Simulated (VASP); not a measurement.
A run of VASP 6.6.1 is set up as follows.

The input INCAR:

```
ALGO = Normal ; EDIFF = 1E-8
ENCUT = 520 ; GGA = PE
ISIF = 2 ; ISMEAR = -1
LASPH = True ; LCHARG = False
LEFG = True ; LREAL = False
LWAVE = False ; NBANDS = 8
NELM = 80 ; PREC = Accurate
SIGMA = 0.05
```

Contents of KPOINTS:

```
k-points
0
Gamma
  13 13 13
```

The input POSCAR:

```
Sb
1.0
    3.1387913073      0.0000000000      0.0000000000
    0.0000000000      3.1387913073      0.0000000000
    0.0000000000      0.0000000000      3.1387913073
Sb
1
Direct
    0.0000000000      0.0000000000      0.0000000000
```

Potentials or basis: VASP PAW PBE potentials, release 64 (Sb).

Run with:

```console
$ cat potpaw_PBE.64/Sb/POTCAR > POTCAR
$ mpirun -np 1 vasp_std > vasp.out
```

Task: What does it give for the pressure?

Result: -1.6 GPa.

Caveat: without QUAD_EFG the Cq values of the log hold for a quadrupole moment of 1 mb, not for the nuclei.
